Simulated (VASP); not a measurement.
# TaN (I4/mmm) in VASP: a series of runs, part 2 of 2

VASP 6.6.1. The steps go on from the part before.

### 3 Single point, PBEsol

This run uses another cell than the first one, of the same volume but with other edges.

Contents of INCAR:

```
SYSTEM = TaN
ALGO = Normal
EDIFF = 1E-7
ENCUT = 520
GGA = PS
ISIF = 2
ISMEAR = 0
LASPH = .True.
LCHARG = .False.
LREAL = .False.
LWAVE = .False.
NBANDS = 15
NELM = 80
PREC = Accurate
SIGMA = 0.15
```

Contents of KPOINTS:

```
k-points
0
Gamma
  20 20 20
  0 0 0
```

Contents of POSCAR:

```
TaN
1.0
    0.0000000000      2.5154717520      1.6350566388
    2.5154717520      0.0000000000      1.6350566388
    2.5154717520      2.5154717520      0.0000000000
Ta N
1 1
Direct
    0.5000000000      0.5000000000      0.5000000000
    0.0000000000      0.0000000000      0.0000000000
```

Potentials or basis: VASP PAW PBE potentials, release 64 (Ta_pv, N).

On the command line:

```sh
$ cat potpaw_PBE.64/Ta_pv/POTCAR potpaw_PBE.64/N/POTCAR > POTCAR
$ mpirun -np 1 vasp_std > vasp.out
```

OUTCAR:

```text
SYSTEM = TaN
   EDIFF = 1E-7
   ENCUT = 520
   GGA = PS
   ISIF = 2
   ISMEAR = 0
   LASPH = .True.
   LREAL = .False.
   NELM = 80
   PREC = Accurate

 ion  position               nearest neighbor table
   1  0.500  0.500  0.500-   2 1.64   2 1.64   2 2.52   2 2.52   2 2.52   2 2.52
   2  0.000  0.000  0.000-   1 1.64   1 1.64   1 2.52   1 2.52   1 2.52   1 2.52

  LATTYP: Found a body centered tetragonal cell.
 ALAT       =     3.5574142674
 C/A-ratio  =     0.9192388155

  Lattice vectors:

 A1 = (   0.0000000000,  -2.5154717520,  -1.6350566388)
 A2 = (   0.0000000000,   2.5154717520,  -1.6350566388)
 A3 = (   2.5154717520,   0.0000000000,   1.6350566388)

Analysis of symmetry for initial positions (statically):
=====================================================================
 Subroutine PRICEL returns:
 Original cell was already a primitive cell.

 Routine SETGRP: Setting up the symmetry group for a
 body centered tetragonal supercell.

 Subroutine GETGRP returns: Found 16 space group operations
 (whereof 16 operations were pure point group operations)
 out of a pool of 16 trial point group operations.

The static configuration has the point symmetry D_4h.

Analysis of symmetry for dynamics (positions and initial velocities):
=====================================================================
 Subroutine PRICEL returns:
 Original cell was already a primitive cell.

 Routine SETGRP: Setting up the symmetry group for a
 body centered tetragonal supercell.

 Subroutine GETGRP returns: Found 16 space group operations
 (whereof 16 operations were pure point group operations)
 out of a pool of 16 trial point group operations.

The dynamic configuration has the point symmetry D_4h.

 Subroutine INISYM returns: Found 16 space group operations
 (whereof 16 operations are pure point group operations),
 and found     1 'primitive' translations

[... 115 lines left out ...]
  volume/ion in A,a.u.               =      10.35        69.82
  Fermi-wavevector in a.u.,A,eV,Ry     =   1.502615  2.839530 30.719922  2.257851
  Thomas-Fermi vector in A             =   2.613832
   LORBIT       =      0    0 simple, 1 ext, 2 COOP (PROOUT), +10 PAW based schemes
   GGA     = PS    functional components
   LHFCALC =     F    Hartree Fock is set to
   AEXX    =    0.0000 exact exchange contribution
   IVDW    =     0    specifies the selected vdW correction
   LEPSILON=     F    determine dielectric tensor
   LRPA    =     F    only Hartree local field effects (RPA)
 non-spin polarized calculation
 Gauss-broadening in eV      SIGMA  =   0.15
  energy-cutoff  :      520.00
  volume of cell :       20.69
 maximum number of plane-waves:       578
   NGX = 11   NGY = 11   NGZ = 13

 number of electron      16.0000001 magnetization

 Free energy of the ion-electron system (eV)
  ---------------------------------------------------
  ext. energy  EPLUGINS =         0.00000000
  ---------------------------------------------------
  free energy    TOTEN  =       -14.83976142 eV

  energy without entropy =      -14.82549415  energy(sigma->0) =      -14.83262778

 E-fermi :   9.2429     XC(G=0): -13.4684

 val. band max:        9.2352331718   @ k =  -0.1500   0.2500   0.1500
 cond. band min:       9.2439922228   @ k =   0.3000   0.1500   0.0500
 fundamental gap:      0.0087590510
 Fermi energy:         9.2429125479

 k-point     1 :       0.0000    0.0000    0.0000
  band No.  band energies     occupation
      1     -27.1722      2.00000
      2     -25.4266      2.00000
      3     -25.4266      2.00000
      4     -10.4301      2.00000
      5       3.8197      2.00000
      6       4.3634      2.00000
      7       4.3634      2.00000
      8       6.7695      2.00000
      9       7.1390      2.00000
     10       7.1390      2.00000
     11      10.0976      0.00000
     12      11.4840      0.00000
     13      21.6906      0.00000
     14      22.8404      0.00000
[... 401 lines left out ...]
      2     -25.7025      2.00000
      3     -25.6697      2.00000
      4      -7.0960      2.00000
      5      -0.5831      2.00000
      6       0.5460      2.00000
      7       3.1292      2.00000
      8       9.7252      0.00001
      9      10.8199      0.00000
     10      11.0159      0.00000
     11      13.3731      0.00000
     12      13.9234      0.00000
     13      17.4645      0.00000
     14      22.8940      0.00000
     15      23.0640      0.00000

 [... further k-points ...]
[... 5 lines left out ...]
  --------------------------------------------------------------------------------------
  -------------------------------------------------------------------------------------
  Total        0.5777602      0.5777602     68.5801669      0.0000000     -0.0000000      0.0000000
  in kB       44.7359347     44.7359347   5310.1578792      0.0000000     -0.0000000      0.0000000
  external PRESSURE =    1799.8765829 kB  Pullay stress =       0.0000000 kB

 VOLUME and BASIS-vectors are now :
 -----------------------------------------------------------------------------
  energy-cutoff  :      520.00
  volume of cell :       20.69
      direct lattice vectors                 reciprocal lattice vectors
     0.000000000  2.515471752  1.635056639    -0.198769873  0.198769873  0.305799804
     2.515471752  0.000000000  1.635056639     0.198769873 -0.198769873  0.305799804
     2.515471752  2.515471752  0.000000000     0.198769873  0.198769873 -0.305799804

 POSITION                                       TOTAL-FORCE (eV/Angst)
 -----------------------------------------------------------------------------------
      2.51547      2.51547      1.63506         0.000000      0.000000     -0.000000
      0.00000      0.00000      0.00000         0.000000      0.000000      0.000000
 -----------------------------------------------------------------------------------
    total drift:                                0.000000     -0.000000      0.000000

  FREE ENERGIE OF THE ION-ELECTRON SYSTEM (eV)
  ---------------------------------------------------
  free  energy   TOTEN  =       -14.8397614169 eV

  energy  without entropy=      -14.8254941462  energy(sigma->0) =      -14.83262778
```

Wall time 3.1 min (1 thread of Intel Xeon Platinum 8259CL at 2.50GHz (Skylake/Cascade Lake), shared host); peak memory 0.32 GiB.

What came out:

```yaml
Free_energy: -14.8398 eV
Pressure: 180.0 GPa
Band_gap_on_the_k_mesh: zero (bands 8 and 9 overlap by 3.63 eV)
```

Stress tensor (GPa, compression positive):
```
  4.47   0.00   0.00
  0.00   4.47   0.00
  0.00   0.00 531.02
```

Caveat: the cell stands under pressure; the PAW data sets were made with another functional, which shifts forces and pressure a little; spin-orbit coupling is left out, which moves the levels of the heavy elements.

### 4 Single point, PBEsol

This run uses another cell than the first one, of the same volume but with other edges.

Contents of INCAR:

```
PREC = Accurate
ENCUT = 520
EDIFF = 1E-6
ISMEAR = 0
SIGMA = 0.15
LREAL = False
LASPH = True
NELM = 100
ALGO = Normal
ISIF = 2
LWAVE = False
LCHARG = True
GGA = PS
LELF = True
LVHAR = True
NBANDS = 15
```

Contents of KPOINTS:

```
Automatic mesh
0
Gamma
  20 20 20
```

Contents of POSCAR:

```
TaN
1.0
    0.0000000000      1.9035318327      2.8552977490
    1.9035318327      0.0000000000      2.8552977490
    1.9035318327      1.9035318327      0.0000000000
Ta N
1 1
Direct
    0.5000000000      0.5000000000      0.5000000000
    0.0000000000      0.0000000000      0.0000000000
```

On the command line:

```sh
$ cat potpaw_PBE.64/Ta_pv/POTCAR potpaw_PBE.64/N/POTCAR > POTCAR
$ mpirun -np 1 vasp_std > vasp.out
```

Run time: 2.9 min. Hardware: 1 thread of Intel Xeon 8259CL, shared host; peak memory 0.32 GiB.

It converged, with:

| Property | Result |
| --- | --- |
| Free energy | -20.3132 eV |
| Pressure | 117.1 GPa |
| Band gap on the k mesh | zero (bands 8 and 9 overlap by 4.58 eV) |

Stress tensor (GPa, compression positive):
```
176.42   0.00   0.00
  0.00 176.42   0.00
  0.00   0.00  -1.42
```

Levels at points of the mesh, in eV from the Fermi level:
```
           k point  band 4  band 5  band 6  band 7  band 8  band 9  band 10  band 11  band 12  band 13
(0.00, 0.00, 0.00)  -19.20   -5.04   -4.85   -4.46   -2.83   -2.83     1.03     1.03     3.11     8.53
(0.50, 0.00, 0.00)  -14.34  -10.76   -8.64   -8.58    1.56    3.07     3.27     4.50     5.32    13.43
(0.50, 0.50, 0.00)  -18.68   -7.61   -5.54   -2.99   -2.99    3.38     3.63     3.63     4.03     6.63
(0.50, 0.00, 0.50)  -18.55   -4.76   -4.51   -4.12   -3.44    0.02     1.12     7.77     7.79    10.68
```

Caveat: the cell stands under pressure; the PAW data sets were made with another functional, which shifts forces and pressure a little; spin-orbit coupling is left out, which moves the levels of the heavy elements.

### 5 Overview

```tsv
cell	gap on the mesh (eV)	pressure (GPa)
a = 3.138, b = 3.138, c = 2.985 Å, angles 61.6, 61.6, 56.8°, 2 atoms	none	13.7
a = 3.000, b = 3.000, c = 3.557 Å, angles 53.6, 53.6, 72.7°, 2 atoms	none	180.0
a = 3.432, b = 3.432, c = 2.692 Å, angles 66.9, 66.9, 46.2°, 2 atoms	none	117.1
```

Alike in all rows: task single point; level PBEsol; potentials or basis VASP PAW PBE potentials, release 64 (Ta_pv, N); no spin polarisation; k mesh 20 × 20 × 20; cutoff (eV) 520; smearing gaussian 0.15 eV.

Caveats: the cell stands under pressure; the PAW data sets were made with another functional, which shifts forces and pressure a little; spin-orbit coupling is left out, which moves the levels of the heavy elements.

Absolute energies hang on the potentials; compare differences alone.
